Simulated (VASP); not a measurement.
Set up this calculation in VASP 6.6.1, as the native input.

```yaml
Task: single point
Functional: LDA
Potentials_or_basis: VASP PAW LDA potentials, release 64 (Al, Ga_d, N)
Cutoff: 520 eV
k_mesh: 8 × 8 × 6
Occupations: gaussian, width 0.05 eV
Spin: no spin polarisation
Dipole_correction: no
Further_INCAR_settings: ALGO = Normal; EDIFF = 1e-06; NBANDS = 21
```

The structure of AlGaN2 lies in POSCAR:

```
AlGaN2
1.0
    2.9595221457      0.0000000000      0.0000000000
    0.0000000000      2.9595221457      0.0000000000
    0.0000000000      0.0000000000      4.4939384225
Al Ga N
1 1 2
Direct
    0.5000000000      0.5000000000      0.5000000000
    0.0000000000      0.0000000000      0.0000000000
    0.5000000000      0.0000000000      0.7400513246
    0.0000000000      0.5000000000      0.2599486754
```

This cell differs from its parent crystal: strain -0.050 along x and y, +0.025 along z.

One way to write it, as run:

INCAR

```
  ALGO = Normal
  EDIFF = 1E-6
  ENCUT = 520
  GGA = CA
  ISIF = 2
  ISMEAR = 0
  LASPH = True
  LCHARG = False
  LREAL = False
  LWAVE = False
  NBANDS = 21
  NELM = 100
  PREC = Accurate
  SIGMA = 0.05
```

KPOINTS

```
k-points
0
Gamma
  8 8 6
```

Potentials or basis: VASP PAW LDA potentials, release 64 (Al, Ga_d, N).

Run with:

```sh
$ cat potpaw_LDA.64/Al/POTCAR potpaw_LDA.64/Ga_d/POTCAR potpaw_LDA.64/N/POTCAR > POTCAR
$ mpirun -np 1 vasp_std > vasp.out
```

Results of the run:

* Pressure: 19.7 GPa
* Largest force: 0.078 eV/Å
* Band gap on the k mesh: 2.99 eV, indirect (least direct gap 3.51 eV)

Caveat: the cell differs from its parent crystal (strain -0.050 along x and y, +0.025 along z).

Wall time 54 s on 1 thread of Intel Xeon 8259CL, with other jobs on the host, peak memory 0.17 GiB.
